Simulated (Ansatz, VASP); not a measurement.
**Two plane-wave programs on LiF**

```
Li F
1.0
     3.15277    0.00000    0.00000
    -1.57638    2.73038    0.00000
     0.00000    0.00000    4.87943
Li F
2 2
Cartesian
  0.0000 1.8203 1.8598
  1.5764 0.9101 4.2995
  0.0000 1.8203 4.8494
  1.5764 0.9101 2.4097
```

Change from the starting cell: strain +0.030 along x and y, +0.015 along z, atoms carried along.

Alike in both runs: task single point; functional LDA; k mesh 9 × 9 × 6; occupations gaussian, width 0.05 eV; no spin polarisation.

|  | VASP | Ansatz |
| --- | --- | --- |
| version | VASP 6.6.1 | Ansatz 0.2.0 |
| potentials or method | VASP PAW LDA potentials, release 64 (Li_sv, F), cutoff 520 eV | scalar-relativistic, plane waves, PAW |
| valence electrons in the cell | 20 | 20 |

Ansatz gave:

| Quantity | Value |
| --- | --- |
| gap on the k mesh at the Fermi level (eV) | 7.21 |
| least direct gap on the mesh (eV) | 7.21 |
| rms of the force components (eV/Å) | 0.010 |

What did VASP give for the same quantities?

gap on the k mesh at the Fermi level (eV): 7.19; least direct gap on the mesh (eV): 7.19; rms of the force components (eV/Å): 0.011.

LDA's correlation is that of Perdew and Zunger in VASP and of Perdew and Wang (1992) in Ansatz. Atom by atom the forces differ by 0.001 eV/Å (rms over components).

Noted on VASP's run: the cutoff is short for stress, so the pressure is rough.
